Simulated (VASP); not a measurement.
# FeAu (R-3m) in VASP: further runs

Aim: see how the results for FeAu move with the level of theory and the settings. Levels: PBEsol, revPBE, RPBE, BLYP. Tasks: single point.

Program: VASP 6.6.1. These are calculated values, not measurements. Logs are shortened: lines on timing, memory, paths and dates and some standing lists are left out, and cuts for length are marked.

## Step 1: The cell of the first run

It takes space group R-3m (No. 166, trigonal). Conventional cell: a = 2.823 Å, b = 2.823 Å, c = 13.408 Å, α = 90.00°, β = 90.00°, γ = 120.00°. Within 3.6 Å of Au (site symmetry -3m) lie 6 Fe at 2.77 Å and 6 Au at 2.82 Å. Within 3.6 Å of Fe (site symmetry -3m) lie 6 Au at 2.77 Å and 6 Fe at 2.82 Å.

## Step 2: Single point, PBEsol, collinear spin, ferromagnetic start

File INCAR:

```
SYSTEM = FeAu
ALGO = Fast
EDIFF = 1E-6
ENCUT = 520
GGA = PS
ISIF = 2
ISMEAR = -1
ISPIN = 2
LASPH = .True.
LCHARG = .False.
LMAXMIX = 4
LORBIT = 11
LREAL = .False.
LWAVE = .False.
MAGMOM = 0 3
NBANDS = 20
NELM = 150
PREC = Accurate
SIGMA = 0.05
```

File KPOINTS:

```
k-points
0
Gamma
  15 15 15
  0 0 0
```

File POSCAR:

```
FeAu
1.0
    1.4117478522      0.8150730025      4.4694532999
   -1.4117478522      0.8150730025      4.4694532999
    0.0000000000     -1.6301460050      4.4694532999
Au Fe
1 1
Direct
    0.0000000000      0.0000000000      0.0000000000
    0.5000000000      0.5000000000      0.5000000000
```

Potentials or basis: VASP PAW PBE potentials, release 64 (Au, Fe).

The run is started by

```
$ cat potpaw_PBE.64/Au/POTCAR potpaw_PBE.64/Fe/POTCAR > POTCAR
$ mpirun -np 1 vasp_std > vasp.out
```

OUTCAR:

```text
SYSTEM = FeAu
   EDIFF = 1E-6
   ENCUT = 520
   GGA = PS
   ISIF = 2
   ISMEAR = -1
   ISPIN = 2
   LASPH = .True.
   LORBIT = 11
   LREAL = .False.
   NELM = 150
   PREC = Accurate

 ion  position               nearest neighbor table
   1  0.000  0.000  0.000-   2 2.77   2 2.77   2 2.77   2 2.77   2 2.77   2 2.77
   2  0.500  0.500  0.500-   1 2.77   1 2.77   1 2.77   1 2.77   1 2.77   1 2.77

  LATTYP: Found a trigonal (rhomboedric) cell.
 ALAT       =     4.7574561267
 COS(alpha) =     0.8238856747

  Lattice vectors:

 A1 = (   1.4117478522,   0.8150730025,   4.4694532999)
 A2 = (  -1.4117478522,   0.8150730025,   4.4694532999)
 A3 = (   0.0000000000,  -1.6301460050,   4.4694532999)

Analysis of symmetry for initial positions (statically):
=====================================================================
 Subroutine PRICEL returns:
 Original cell was already a primitive cell.

 Routine SETGRP: Setting up the symmetry group for a
 trigonal (rhombohedral) supercell.

 Subroutine GETGRP returns: Found 12 space group operations
 (whereof 12 operations were pure point group operations)
 out of a pool of 12 trial point group operations.

The static configuration has the point symmetry D_3d.

Analysis of symmetry for dynamics (positions and initial velocities):
=====================================================================
 Subroutine PRICEL returns:
 Original cell was already a primitive cell.

 Routine SETGRP: Setting up the symmetry group for a
 trigonal (rhombohedral) supercell.

 Subroutine GETGRP returns: Found 12 space group operations
 (whereof 12 operations were pure point group operations)
 out of a pool of 12 trial point group operations.

The dynamic configuration has the point symmetry D_3d.

Analysis of structural, dynamic, and magnetic symmetry:
=====================================================================
 Subroutine PRICEL returns:
 Original cell was already a primitive cell.

 Routine SETGRP: Setting up the symmetry group for a
 trigonal (rhombohedral) supercell.

 Subroutine GETGRP returns: Found 12 space group operations
 (whereof 12 operations were pure point group operations)
 out of a pool of 12 trial point group operations.

The overall configuration has the point symmetry D_3d.

 Subroutine INISYM returns: Found 12 space group operations
 (whereof 12 operations are pure point group operations),
 and found     1 'primitive' translations

----------------------------------------------------------------------------------------

                                     Primitive cell

  volume of cell :      30.8574

  direct lattice vectors                    reciprocal lattice vectors
     1.411747852  0.815073003  4.469453300     0.354170895  0.204480661  0.074580337
    -1.411747852  0.815073003  4.469453300    -0.354170895  0.204480661  0.074580337
     0.000000000 -1.630146005  4.469453300     0.000000000 -0.408961323  0.074580337

  length of vectors
     4.757456127  4.757456127  4.757456127     0.415706135  0.415706135  0.415706135

  position of ions in fractional coordinates (direct lattice)
     0.000000000  0.000000000  0.000000000
     0.500000000  0.500000000  0.500000000

  ion indices of the primitive-cell ions
   primitive index   ion index
                 1           1
                 2           2

----------------------------------------------------------------------------------------

 KPOINTS: k-points

Automatic generation of k-mesh.
 Grid dimensions read from file:
 generate k-points for:   15   15   15

 Generating k-lattice:

  Cartesian coordinates                     Fractional coordinates (reciprocal lattice)
     0.023611393  0.013632044  0.004972022     0.066666667 -0.000000000  0.000000000
    -0.023611393  0.013632044  0.004972022    -0.000000000  0.066666667  0.000000000
     0.000000000 -0.027264088  0.004972022     0.000000000  0.000000000  0.066666667

  Length of vectors
     0.027713742  0.027713742  0.027713742

  Shift w.r.t. Gamma in fractional coordinates (k-lattice)
     0.000000000  0.000000000  0.000000000

 Subroutine IBZKPT returns following result:
 ===========================================

 Found    344 irreducible k-points:

 Following reciprocal coordinates:
            Coordinates               Weight
  0.000000  0.000000  0.000000      1.000000
  0.066667 -0.000000  0.000000      6.000000
  0.133333  0.000000  0.000000      6.000000
  0.200000  0.000000  0.000000      6.000000
  0.266667  0.000000  0.000000      6.000000
  0.333333  0.000000 -0.000000      6.000000
[... 16 lines left out ...]
  0.133333  0.133333  0.000000      6.000000
  0.200000  0.133333  0.000000     12.000000
 [... further k-points ...]
   k-points           NKPTS =    344   k-points in BZ     NKDIM =    344   number of bands    NBANDS=     20
   number of dos      NEDOS =    301   number of ions     NIONS =      2
   total plane-waves  NPLWV =  46656
   dimension x,y,z NGX =    36 NGY =   36 NGZ =   36
   dimension x,y,z NGXF=    72 NGYF=   72 NGZF=   72
   ions per type =               1   1
   NGX,Y,Z   is equivalent  to a cutoff of  12.58, 12.58, 12.58 a.u.
   NGXF,Y,Z  is equivalent  to a cutoff of  25.16, 25.16, 25.16 a.u.
 SYSTEM =  FeAu
   PREC   = accura    normal or accurate (medium, high low for compatibility)
   ISTART =      0    job   : 0-new  1-cont  2-samecut
   ICHARG =      2    charge: 1-file 2-atom 10-const
   ISPIN  =      2    spin polarized calculation?
   LNONCOLLINEAR =      F non collinear calculations
   LSORBIT =      F    spin-orbit coupling
   LASPH  =      T    aspherical Exc in radial PAW
   ENCUT  =  520.0 eV  38.22 Ry    6.18 a.u.   8.85  8.85  8.85*2*pi/ulx,y,z
   NELM   =    150;   NELMIN=  2; NELMDL= -5     # of ELM steps
   EDIFF  = 0.1E-05   stopping-criterion for ELM
   LREAL  =      F    real-space projection
   EDIFFG = 0.1E-04   stopping-criterion for IOM
   NSW    =      0    number of steps for IOM
   IBRION =     -1    ionic relax: 0-MD 1-quasi-New 2-CG
   NFREE  =      0    steps in history (QN), initial steepest desc. (CG)
   ISIF   =      2    stress and relaxation
   ISYM   =      2    0-nonsym 1-usesym 2-fastsym
   POTIM  = 0.5000    time-step for ionic-motion
   TEBEG  =    0.0;   TEEND  =   0.0 temperature during run
   PSTRESS=    0.0 pullay stress
   NELECT =      19.0000    total number of electrons
   NUPDOWN=      -1.0000    fix difference up-down
   EMIN   =  10.00;   EMAX   =-10.00  energy-range for DOS
   EFERMI =   0.00;   METHOD = LEGACY
   ISMEAR =    -1;   SIGMA  =   0.05  broadening in eV -4-tet -1-fermi 0-gaus
   EFERMI_NEDOS =   21; number of points for ismear=-14 and -15
   IALGO  =     68    algorithm
   IMIX   =      4    mixing-type and parameters
     AMIX     =   0.40;   BMIX     =  1.00
     AMIX_MAG =   1.60;   BMIX_MAG =  1.00
  volume/ion in A,a.u.               =      15.43       104.12
  Fermi-wavevector in a.u.,A,eV,Ry     =   1.392749  2.631914 26.391907  1.939750
  Thomas-Fermi vector in A             =   2.516462
   LORBIT       =     11    0 simple, 1 ext, 2 COOP (PROOUT), +10 PAW based schemes
   GGA     = PS    functional components
   LHFCALC =     F    Hartree Fock is set to
   AEXX    =    0.0000 exact exchange contribution
   IVDW    =     0    specifies the selected vdW correction
   LEPSILON=     F    determine dielectric tensor
   LRPA    =     F    only Hartree local field effects (RPA)
 spin polarized calculation
 RMM-DIIS sequential band-by-band and
  energy-cutoff  :      520.00
  volume of cell :       30.86
 maximum number of plane-waves:       843
   NGX = 17   NGY = 17   NGZ = 17

 number of electron      19.0000004 magnetization       2.9053456

 Free energy of the ion-electron system (eV)
  ---------------------------------------------------
  ext. energy  EPLUGINS =         0.00000000
  ---------------------------------------------------
  free energy    TOTEN  =       -12.28533414 eV

  energy without entropy =      -12.27032107  energy(sigma->0) =      -12.27782761

 E-fermi :   7.3389     XC(G=0): -12.5700

 val. band max:        7.3389309911   @ k =   0.4667   0.4667   0.3333
 cond. band min:       7.3398663603   @ k =  -0.2667   0.4000   0.0667
 fundamental gap:      0.0009353692
 Fermi energy:         7.3389442293

 spin component 1

 k-point     1 :       0.0000    0.0000    0.0000
  band No.  band energies     occupation
      1      -2.2176      1.00000
      2       0.6315      1.00000
      3       2.4042      1.00000
      4       2.4042      1.00000
      5       3.6040      1.00000
      6       3.6040      1.00000
[... 12 lines left out ...]
     19      27.6499      0.00000
     20      29.0095      0.00000

 k-point     2 :       0.0667   -0.0000    0.0000
  band No.  band energies     occupation
      1      -2.0692      1.00000
      2       0.7172      1.00000
      3       2.3414      1.00000
      4       2.4983      1.00000
      5       3.4612      1.00000
      6       3.6065      1.00000
[... 498 lines left out ...]
 k-point    24 :       0.2000    0.1333    0.0000
  band No.  band energies     occupation
      1      -1.1748      1.00000
      2       1.1648      1.00000
      3       2.0617      1.00000
      4       2.7421      1.00000
      5       3.0585      1.00000
      6       3.5553      1.00000
[... 12 lines left out ...]
     19      27.0591      0.00000
     20      28.6777      0.00000

 [... further k-points ...]

 spin component 2

 k-point     1 :       0.0000    0.0000    0.0000
  band No.  band energies     occupation
      1      -2.1342      1.00000
      2       0.7743      1.00000
      3       2.4918      1.00000
      4       2.4918      1.00000
      5       3.9418      1.00000
      6       3.9418      1.00000
[... 12 lines left out ...]
     19      27.6505      0.00000
     20      29.0946      0.00000

 k-point     2 :       0.0667   -0.0000    0.0000
  band No.  band energies     occupation
      1      -1.9840      1.00000
      2       0.8563      1.00000
      3       2.4266      1.00000
      4       2.5891      1.00000
      5       3.7294      1.00000
      6       3.9263      1.00000
[... 498 lines left out ...]
 k-point    24 :       0.2000    0.1333    0.0000
  band No.  band energies     occupation
      1      -1.0795      1.00000
      2       1.2889      1.00000
      3       2.1330      1.00000
      4       2.8829      1.00000
      5       3.1851      1.00000
      6       3.8003      1.00000
[... 12 lines left out ...]
     19      27.2881      0.00000
     20      28.9313      0.00000

 [... further k-points ...]
[... 5 lines left out ...]
  --------------------------------------------------------------------------------------
  -------------------------------------------------------------------------------------
  Total       -1.8604971     -1.8604971     -1.4714679     -0.0000000      0.0000000     -0.0000000
  in kB      -96.6006995    -96.6006995    -76.4015355     -0.0000000      0.0000000     -0.0000000
  external PRESSURE =     -89.8676448 kB  Pullay stress =       0.0000000 kB

 VOLUME and BASIS-vectors are now :
 -----------------------------------------------------------------------------
  energy-cutoff  :      520.00
  volume of cell :       30.86
      direct lattice vectors                 reciprocal lattice vectors
     1.411747852  0.815073003  4.469453300     0.354170895  0.204480661  0.074580337
    -1.411747852  0.815073003  4.469453300    -0.354170895  0.204480661  0.074580337
     0.000000000 -1.630146005  4.469453300     0.000000000 -0.408961323  0.074580337

 POSITION                                       TOTAL-FORCE (eV/Angst)
 -----------------------------------------------------------------------------------
      0.00000      0.00000      0.00000         0.000000      0.000000      0.000000
      0.00000      0.00000      6.70418         0.000000     -0.000000     -0.000000
 -----------------------------------------------------------------------------------
    total drift:                                0.000000     -0.000000      0.000000

  FREE ENERGIE OF THE ION-ELECTRON SYSTEM (eV)
  ---------------------------------------------------
  free  energy   TOTEN  =       -12.2853341405 eV

  energy  without entropy=      -12.2703210708  energy(sigma->0) =      -12.27782761

 total charge

# of ion       s       p       d       tot
------------------------------------------
    1        0.607   0.456   8.665   9.728
    2        0.378   0.350   6.105   6.832
--------------------------------------------------
tot          0.985   0.805  14.770  16.560

 magnetization (x)

# of ion       s       p       d       tot
------------------------------------------
    1       -0.017  -0.035   0.089   0.037
    2       -0.003  -0.015   2.902   2.884
--------------------------------------------------
tot         -0.020  -0.050   2.991   2.921
```

It took 21 min on 1 thread of Intel Xeon 8259CL, shared host; peak memory 0.51 GiB.

Results:

- Free energy: -12.2853 eV
- Pressure: -9.0 GPa
- Net moment: 2.91 μB per cell
- Site moments: Au +0.04; Fe +2.88 μB
- Valence electrons inside the program's atomic spheres: Au 9.73; Fe 6.83

Stress tensor (GPa, compression positive):
```
-9.66  0.00  0.00
 0.00 -9.66  0.00
 0.00  0.00 -7.64
```

Caveat: the cell stands under tension; the PAW data sets were made with another functional, which shifts forces and pressure a little; spin-orbit coupling is left out, which moves the levels of the heavy elements.

## Step 3: Single point, revPBE, collinear spin, ferromagnetic start

This run uses another cell than the first one, of 15.67 Å³/atom.

File INCAR:

```
PREC = Accurate
ENCUT = 600
EDIFF = 1E-6
ISMEAR = -1
SIGMA = 0.05
LREAL = F
LASPH = T
NELM = 200
ALGO = Normal
ISIF = 2
LWAVE = F
LCHARG = F
ISPIN = 2
MAGMOM = 0 3
LORBIT = 11
LMAXMIX = 4
GGA = RE
NBANDS = 20
GGA_COMPAT = F
```

File KPOINTS:

```
regular mesh
0
Gamma
  11 11 11
```

File POSCAR:

```
FeAu
1.0
    1.4122115936      0.8153407437      4.5375787228
   -1.4122115936      0.8153407437      4.5375787228
    0.0000000000     -1.6306814875      4.5375787228
Au Fe
1 1
Direct
    0.0000000000      0.0000000000      0.0000000000
    0.5000000000      0.5000000000      0.5000000000
```

Potentials or basis: VASP PAW PBE potentials, release 64 (Au, Fe).

The run is started by

```
$ cat potpaw_PBE.64/Au/POTCAR potpaw_PBE.64/Fe/POTCAR > POTCAR
$ mpirun -np 1 vasp_std > vasp.out
```

Wall time 9.6 min (1 thread of Oxide Virtual Turin-like, shared host); peak memory 0.39 GiB.

The run converged. Its results:

```yaml
Free_energy: -10.1714 eV
Pressure: -0.2 GPa
Net_moment: 2.95 μB per cell
Site_moments: Au +0.04; Fe +2.94 μB
Valence_electrons_inside_the_program's_atomic_spheres: Au 9.73; Fe 6.80
```

Levels at points of the mesh, in eV from the Fermi level:
Spin up:
| k point | band 8 | band 9 | band 10 | band 11 | band 12 | band 13 | band 14 | band 15 |
| --- | --- | --- | --- | --- | --- | --- | --- | --- |
| (0.00, 0.00, 0.00) | -2.37 | -2.37 | -1.74 | -1.74 | -0.78 | 3.82 | 14.88 | 17.02 |
Spin down:
```tsv
k point	band 4	band 5	band 6	band 7	band 8	band 9	band 10	band 11	band 12	band 13
(0.00, 0.00, 0.00)	-4.79	-3.34	-3.34	-1.33	-0.72	0.30	0.30	1.25	1.25	4.85
```

Caveat: the PAW data sets were made with another functional, which shifts forces and pressure a little; spin-orbit coupling is left out, which moves the levels of the heavy elements.

## Step 4: Single point, RPBE, collinear spin, ferromagnetic start

This run uses another cell than the first one, of 15.81 Å³/atom.

File INCAR:

```
ALGO = Normal ; EDIFF = 1E-6
ENCUT = 600 ; GGA = RP
GGA_COMPAT = F ; ISIF = 2
ISMEAR = -1 ; ISPIN = 2
LASPH = T ; LCHARG = T
LELF = T ; LMAXMIX = 4
LORBIT = 11 ; LREAL = F
LVHAR = T ; LWAVE = F
MAGMOM = 0 3 ; NBANDS = 20
NELM = 200 ; PREC = Accurate
SIGMA = 0.05
```

File KPOINTS:

```
k-points
0
Gamma
  11 11 11
```

File POSCAR:

```
FeAu
1.0
    1.4157878565      0.8174055001      4.5533948414
   -1.4157878565      0.8174055001      4.5533948414
    0.0000000000     -1.6348110002      4.5533948414
Au Fe
1 1
Direct
    0.0000000000      0.0000000000      0.0000000000
    0.5000000000      0.5000000000      0.5000000000
```

The run is started by

```
$ cat potpaw_PBE.64/Au/POTCAR potpaw_PBE.64/Fe/POTCAR > POTCAR
$ mpirun -np 1 vasp_std > vasp.out
```

It took 17 min on 1 thread of Oxide Virtual Turin-like, shared host; peak memory 0.39 GiB.

The run converged. Its results:

| Property | Result |
| --- | --- |
| Free energy | -9.9848 eV |
| Pressure | -0.2 GPa |
| Net moment | 2.96 μB per cell |
| Site moments | Au +0.04; Fe +2.96 μB |
| Valence electrons inside the program's atomic spheres | Au 9.72; Fe 6.78 |

Levels at points of the mesh, in eV from the Fermi level:
Spin up:
| k point | band 9 | band 10 | band 11 | band 12 | band 13 | band 14 |
| --- | --- | --- | --- | --- | --- | --- |
| (0.00, 0.00, 0.00) | -2.40 | -1.77 | -1.77 | -0.77 | 3.74 | 14.87 |
Spin down:
```
           k point  band 6  band 7  band 8  band 9  band 10  band 11
(0.00, 0.00, 0.00)   -3.33   -1.32   -0.72    0.30     0.30     1.25
```

Caveat: the PAW data sets were made with another functional, which shifts forces and pressure a little; spin-orbit coupling is left out, which moves the levels of the heavy elements.

## Step 5: Single point, BLYP, collinear spin, ferromagnetic start

This run uses another cell than the first one, of 16.30 Å³/atom.

File INCAR:

```
SYSTEM = FeAu
PREC = Accurate
ENCUT = 600
EDIFF = 1E-6
ISMEAR = -1
SIGMA = 0.05
LREAL = .FALSE.
LASPH = .TRUE.
NELM = 200
ALGO = Normal
ISIF = 2
LWAVE = .FALSE.
LCHARG = .TRUE.
ISPIN = 2
MAGMOM = 0 3
LORBIT = 11
LMAXMIX = 4
GGA = B5
ALDAX = 1.0
AGGAX = 1.0
AGGAC = 1.0
ALDAC = 0.0
LELF = .TRUE.
LVHAR = .TRUE.
NBANDS = 20
GGA_COMPAT = .FALSE.
```

File KPOINTS:

```
Automatic mesh
0
G
  11 11 11
  0 0 0
```

File POSCAR:

```
FeAu
1.0
    1.4370720465      0.8296939329      4.5560671440
   -1.4370720465      0.8296939329      4.5560671440
    0.0000000000     -1.6593878658      4.5560671440
Au Fe
1 1
Direct
    0.0000000000      0.0000000000      0.0000000000
    0.5000000000      0.5000000000      0.5000000000
```

The run is started by

```
$ cat potpaw_PBE.64/Au/POTCAR potpaw_PBE.64/Fe/POTCAR > POTCAR
$ mpirun -np 1 vasp_std > vasp.out
```

It took 17 min on 1 thread of Oxide Virtual Turin-like, shared host; peak memory 0.39 GiB.

The run converged. Its results:

- Free energy: -9.1512 eV
- Pressure: 0.4 GPa
- Net moment: 2.88 μB per cell
- Site moments: Au +0.03; Fe +2.88 μB
- Valence electrons inside the program's atomic spheres: Au 9.71; Fe 6.82

Levels at points of the mesh, in eV from the Fermi level:
Spin up:
```csv
k point,band 7,band 8,band 9,band 10,band 11,band 12,band 13,band 14,band 15,band 16
"(0.00, 0.00, 0.00)",-3.08,-2.23,-2.23,-1.61,-1.61,-0.36,3.80,15.09,17.14,17.17
```
Spin down:
| k point | band 6 | band 7 | band 8 | band 9 | band 10 | band 11 |
| --- | --- | --- | --- | --- | --- | --- |
| (0.00, 0.00, 0.00) | -3.33 | -1.22 | -0.28 | 0.25 | 0.25 | 1.12 |

Caveat: the PAW data sets were made with another functional, which shifts forces and pressure a little; spin-orbit coupling is left out, which moves the levels of the heavy elements.

## Step 6: Summary

```tsv
level	cell	k mesh	cutoff (eV)	gap on the mesh (eV)	pressure (GPa)	moment (μB)
PBEsol	a = 4.757 Å, angles 34.5°, 2 atoms	15 × 15 × 15	520	none	-9.0	2.91
revPBE	a = 4.822 Å, angles 34.1°, 2 atoms	11 × 11 × 11	600	none	-0.2	2.95
RPBE	a = 4.838 Å, angles 34.0°, 2 atoms	11 × 11 × 11	600	none	-0.2	2.96
BLYP	a = 4.849 Å, angles 34.5°, 2 atoms	11 × 11 × 11	600	none	0.4	2.88
```

Alike in all rows: task single point; potentials or basis VASP PAW PBE potentials, release 64 (Au, Fe); spin collinear, ferromagnetic start; smearing fermi-dirac 0.05 eV.

Caveats: the PAW data sets were made with another functional, which shifts forces and pressure a little; spin-orbit coupling is left out, which moves the levels of the heavy elements; the cell stands under tension (at least some runs).

Total energies depend on the potentials used, so only differences within one code and one set of settings carry meaning.
